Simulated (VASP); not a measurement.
# GaSb (I4mm) in VASP: notebook, part 2 of 2

VASP 6.6.1. Earlier steps stand in the parts before.

### 3 Single point, PBE

This run uses another cell than the first one, of 26.24 Å³/atom, 0.994 times its volume.

INCAR reads:

```
SYSTEM = GaSb
PREC     = Accurate       ! precision mode
ENCUT    = 500            ! plane-wave cutoff, eV
EDIFF    = 1E-6           ! SCF threshold, eV
ISMEAR   = 0              ! smearing method
SIGMA    = 0.2            ! smearing width, eV
LREAL    = .False.        ! projectors in reciprocal space
LASPH    = .True.         ! aspherical terms in the spheres
NELM     = 120            ! most SCF steps
ALGO     = Normal         ! electronic algorithm
ISIF     = 2              ! what is computed and relaxed
LWAVE    = .False.        ! write WAVECAR
LCHARG   = .False.        ! write CHGCAR
GGA      = PE             ! functional
NBANDS   = 16             ! bands
GGA_COMPAT= .False.
```

KPOINTS reads:

```
Automatic mesh
0
Gamma
  6 6 6
  0 0 0
```

POSCAR reads:

```
GaSb
1.0
   -1.9471597591      1.9471597591      3.4602245739
    1.9471597591     -1.9471597591      3.4602245739
    1.9471597591      1.9471597591     -3.4602245739
Ga Sb
1 1
Direct
    0.2475931052      0.2475931052      0.0000000000
    0.8553794848      0.8553794848      0.0000000000
```

Potentials or basis: VASP PAW PBE potentials, release 64 (Ga_d, Sb).

Started as:

```
cat potpaw_PBE.64/Ga_d/POTCAR potpaw_PBE.64/Sb/POTCAR > POTCAR
mpirun -np 1 vasp_std > vasp.out
```

OUTCAR:

```text
SYSTEM = GaSb
   PREC = Accurate
   ENCUT = 500
   EDIFF = 1E-6
   ISMEAR = 0
   LREAL = .False.
   LASPH = .True.
   NELM = 120
   ISIF = 2
   GGA = PE

 ion  position               nearest neighbor table
   1  0.248  0.248  0.000-   2 2.71   2 2.85   2 2.85   2 2.85   2 2.85
   2  0.855  0.855  0.000-   1 2.71   1 2.85   1 2.85   1 2.85   1 2.85

  LATTYP: Found a body centered tetragonal cell.
 ALAT       =     3.8943195182
 C/A-ratio  =     1.7770624920

  Lattice vectors:

 A1 = (  -1.9471597591,   1.9471597591,   3.4602245739)
 A2 = (   1.9471597591,  -1.9471597591,   3.4602245739)
 A3 = (   1.9471597591,   1.9471597591,  -3.4602245739)

Analysis of symmetry for initial positions (statically):
=====================================================================
 Subroutine PRICEL returns:
 Original cell was already a primitive cell.

 Routine SETGRP: Setting up the symmetry group for a
 body centered tetragonal supercell.

 Subroutine GETGRP returns: Found  8 space group operations
 (whereof  8 operations were pure point group operations)
 out of a pool of 16 trial point group operations.

The static configuration has the point symmetry C_4v.

Analysis of symmetry for dynamics (positions and initial velocities):
=====================================================================
 Subroutine PRICEL returns:
 Original cell was already a primitive cell.

 Routine SETGRP: Setting up the symmetry group for a
 body centered tetragonal supercell.

 Subroutine GETGRP returns: Found  8 space group operations
 (whereof  8 operations were pure point group operations)
 out of a pool of 16 trial point group operations.

The dynamic configuration has the point symmetry C_4v.

 Subroutine INISYM returns: Found  8 space group operations
 (whereof  8 operations are pure point group operations),
 and found     1 'primitive' translations

----------------------------------------------------------------------------------------

                                     Primitive cell

  volume of cell :      52.4768

  direct lattice vectors                    reciprocal lattice vectors
    -1.947159759  1.947159759  3.460224574     0.000000000  0.256784271  0.144499292
     1.947159759 -1.947159759  3.460224574     0.256784271  0.000000000  0.144499292
     1.947159759  1.947159759 -3.460224574     0.256784271  0.256784271  0.000000000

  length of vectors
     4.422218488  4.422218488  4.422218488     0.294649295  0.294649295  0.363147799

  position of ions in fractional coordinates (direct lattice)
     0.247593105  0.247593105  0.000000000
     0.855379485  0.855379485  0.000000000

  ion indices of the primitive-cell ions
   primitive index   ion index
                 1           1
                 2           2

----------------------------------------------------------------------------------------

 KPOINTS: Automatic mesh

Automatic generation of k-mesh.
 Grid dimensions read from file:
 generate k-points for:    6    6    6

 Generating k-lattice:

  Cartesian coordinates                     Fractional coordinates (reciprocal lattice)
     0.000000000  0.042797379  0.024083215     0.166666667  0.000000000 -0.000000000
     0.042797379  0.000000000  0.024083215     0.000000000  0.166666667 -0.000000000
     0.042797379  0.042797379  0.000000000     0.000000000  0.000000000  0.166666667

  Length of vectors
     0.049108216  0.049108216  0.060524633

  Shift w.r.t. Gamma in fractional coordinates (k-lattice)
     0.000000000  0.000000000  0.000000000

 Subroutine IBZKPT returns following result:
 ===========================================

 Found     30 irreducible k-points:

 Following reciprocal coordinates:
            Coordinates               Weight
  0.000000  0.000000  0.000000      1.000000
  0.166667  0.000000  0.000000      8.000000
  0.333333  0.000000  0.000000      8.000000
  0.500000  0.000000  0.000000      4.000000
  0.166667  0.166667 -0.000000      8.000000
  0.333333  0.166667  0.000000     16.000000
[... 16 lines left out ...]
 -0.333333 -0.333333  0.166667      8.000000
 -0.166667 -0.333333  0.166667      8.000000
 [... further k-points ...]
   k-points           NKPTS =     30   k-points in BZ     NKDIM =     30   number of bands    NBANDS=     16
   number of dos      NEDOS =    301   number of ions     NIONS =      2
   total plane-waves  NPLWV =  32768
   dimension x,y,z NGX =    32 NGY =   32 NGZ =   32
   dimension x,y,z NGXF=    64 NGYF=   64 NGZF=   64
   ions per type =               1   1
   NGX,Y,Z   is equivalent  to a cutoff of  12.03, 12.03, 12.03 a.u.
   NGXF,Y,Z  is equivalent  to a cutoff of  24.06, 24.06, 24.06 a.u.
 SYSTEM =  GaSb
   PREC   = accura    normal or accurate (medium, high low for compatibility)
   ISTART =      0    job   : 0-new  1-cont  2-samecut
   ICHARG =      2    charge: 1-file 2-atom 10-const
   ISPIN  =      1    spin polarized calculation?
   LNONCOLLINEAR =      F non collinear calculations
   LSORBIT =      F    spin-orbit coupling
   LASPH  =      T    aspherical Exc in radial PAW
   ENCUT  =  500.0 eV  36.75 Ry    6.06 a.u.   8.06  8.06  8.06*2*pi/ulx,y,z
   NELM   =    120;   NELMIN=  2; NELMDL= -5     # of ELM steps
   EDIFF  = 0.1E-05   stopping-criterion for ELM
   LREAL  =      F    real-space projection
   EDIFFG = 0.1E-04   stopping-criterion for IOM
   NSW    =      0    number of steps for IOM
   IBRION =     -1    ionic relax: 0-MD 1-quasi-New 2-CG
   NFREE  =      0    steps in history (QN), initial steepest desc. (CG)
   ISIF   =      2    stress and relaxation
   ISYM   =      2    0-nonsym 1-usesym 2-fastsym
   POTIM  = 0.5000    time-step for ionic-motion
   TEBEG  =    0.0;   TEEND  =   0.0 temperature during run
   PSTRESS=    0.0 pullay stress
   NELECT =      18.0000    total number of electrons
   NUPDOWN=      -1.0000    fix difference up-down
   EMIN   =  10.00;   EMAX   =-10.00  energy-range for DOS
   EFERMI =   0.00;   METHOD = LEGACY
   ISMEAR =     0;   SIGMA  =   0.20  broadening in eV -4-tet -1-fermi 0-gaus
   EFERMI_NEDOS =   21; number of points for ismear=-14 and -15
   IALGO  =     38    algorithm
   IMIX   =      4    mixing-type and parameters
     AMIX     =   0.40;   BMIX     =  1.00
     AMIX_MAG =   1.60;   BMIX_MAG =  1.00
  volume/ion in A,a.u.               =      26.24       177.07
  Fermi-wavevector in a.u.,A,eV,Ry     =   1.145979  2.165586 17.868082  1.313267
  Thomas-Fermi vector in A             =   2.282665
   LORBIT       =      0    0 simple, 1 ext, 2 COOP (PROOUT), +10 PAW based schemes
   GGA     = PE    functional components
   LHFCALC =     F    Hartree Fock is set to
   AEXX    =    0.0000 exact exchange contribution
   IVDW    =     0    specifies the selected vdW correction
   LEPSILON=     F    determine dielectric tensor
   LRPA    =     F    only Hartree local field effects (RPA)
 non-spin polarized calculation
 Gauss-broadening in eV      SIGMA  =   0.20
  energy-cutoff  :      500.00
  volume of cell :       52.48
 maximum number of plane-waves:      1356
   NGX = 17   NGY = 17   NGZ = 17

 number of electron      18.0000000 magnetization

 Free energy of the ion-electron system (eV)
  ---------------------------------------------------
  ext. energy  EPLUGINS =         0.00000000
  ---------------------------------------------------
  free energy    TOTEN  =        -7.01423998 eV

  energy without entropy =       -6.99781700  energy(sigma->0) =       -7.00602849

 E-fermi :   5.4570     XC(G=0):  -9.7178

 val. band max:        5.4035507295   @ k =  -0.3333   0.3333   0.0000
 cond. band min:       5.5706144633   @ k =   0.0000   0.0000   0.0000
 fundamental gap:      0.1670637339
 Fermi energy:         5.4570230689

 k-point     1 :       0.0000    0.0000    0.0000
  band No.  band energies     occupation
      1      -9.3119      2.00000
      2      -9.3088      2.00000
      3      -9.3087      2.00000
      4      -9.2821      2.00000
      5      -9.2821      2.00000
      6      -5.9566      2.00000
[... 8 lines left out ...]
     15      12.2672      0.00000
     16      13.6799      0.00000
[... 419 lines left out ...]
 k-point    24 :      -0.1667   -0.3333    0.1667
  band No.  band energies     occupation
      1      -9.3265      2.00000
      2      -9.3135      2.00000
      3      -9.3054      2.00000
      4      -9.2788      2.00000
      5      -9.2750      2.00000
      6      -5.0798      2.00000
[... 8 lines left out ...]
     15      14.6597      0.00000
     16      15.0903      0.00000

 [... further k-points ...]
[... 5 lines left out ...]
  --------------------------------------------------------------------------------------
  -------------------------------------------------------------------------------------
  Total        0.0372078      0.0372078      0.0862037      0.0000000      0.0000000      0.0000000
  in kB        1.1359977      1.1359977      2.6318972      0.0000000      0.0000000      0.0000000
  external PRESSURE =       1.6346309 kB  Pullay stress =       0.0000000 kB

 VOLUME and BASIS-vectors are now :
 -----------------------------------------------------------------------------
  energy-cutoff  :      500.00
  volume of cell :       52.48
      direct lattice vectors                 reciprocal lattice vectors
    -1.947159759  1.947159759  3.460224574     0.000000000  0.256784271  0.144499292
     1.947159759 -1.947159759  3.460224574     0.256784271  0.000000000  0.144499292
     1.947159759  1.947159759 -3.460224574     0.256784271  0.256784271  0.000000000

 POSITION                                       TOTAL-FORCE (eV/Angst)
 -----------------------------------------------------------------------------------
      0.00000      0.00000      1.71346        -0.000000     -0.000000     -0.014580
      0.00000      0.00000      5.91961         0.000000      0.000000      0.014580
 -----------------------------------------------------------------------------------
    total drift:                                0.000002      0.000002      0.001117

  FREE ENERGIE OF THE ION-ELECTRON SYSTEM (eV)
  ---------------------------------------------------
  free  energy   TOTEN  =        -7.0142399819 eV

  energy  without entropy=       -6.9978170039  energy(sigma->0) =       -7.00602849
```

It took 27 s on 1 thread of Intel Xeon 8259CL, shared host; peak memory 0.18 GiB.

Results:

* Free energy: -7.0142 eV
* Pressure: 0.2 GPa
* Largest force: 0.015 eV/Å
* Band gap on the k mesh: zero (band 9 reaches 6.60 eV, above the bottom of band 10 at 4.33 eV)

Forces in eV/Å, atoms in the order of the input:
```
Ga   0.000  0.000 -0.015
Sb   0.000  0.000  0.015
```

Caveat: the k points lie up to 0.38 Å⁻¹ apart; spin-orbit coupling is left out, which moves the levels of the heavy elements.
